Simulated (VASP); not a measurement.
Input of a VASP 6.6.1 run:

The input INCAR:

```
SYSTEM = Sn
ALGO = Normal ; EDIFF = 1E-7
ENCUT = 520 ; GGA = PS
ISIF = 2 ; ISMEAR = 0
IVDW = 12 ; LASPH = .True.
LCHARG = .False. ; LREAL = .False.
LWAVE = .False. ; NBANDS = 13
NELM = 100 ; PREC = Accurate
SIGMA = 0.15
```

KPOINTS

```
k-points
0
Gamma
  18 18 18
  0 0 0
```

Contents of POSCAR:

```
Sn
1.0
   -1.8946518192      1.8946518192      1.8946518192
    1.8946518192     -1.8946518192      1.8946518192
    1.8946518192      1.8946518192     -1.8946518192
Sn
1
Direct
    0.0000000000      0.0000000000      0.0000000000
```

Potentials or basis: VASP PAW PBE potentials, release 64 (Sn_d).

Run with:

```sh
$ cat potpaw_PBE.64/Sn_d/POTCAR > POTCAR
$ mpirun -np 1 vasp_std > vasp.out
```

(1) Estimate the dispersion energy per atom.

(2) Estimate the band gap on the k mesh.

(3) Estimate the pressure.

Answers

(1) -0.389 eV.

(2) zero (band 7 reaches 15.86 eV, above the bottom of band 8 at 5.45 eV).

(3) -4.4 GPa.

Caveat: the PAW data sets were made with another functional, which shifts forces and pressure a little; spin-orbit coupling is left out, which moves the levels of the heavy elements; pairwise dispersion overbinds metals, which lowers pressure and volume.
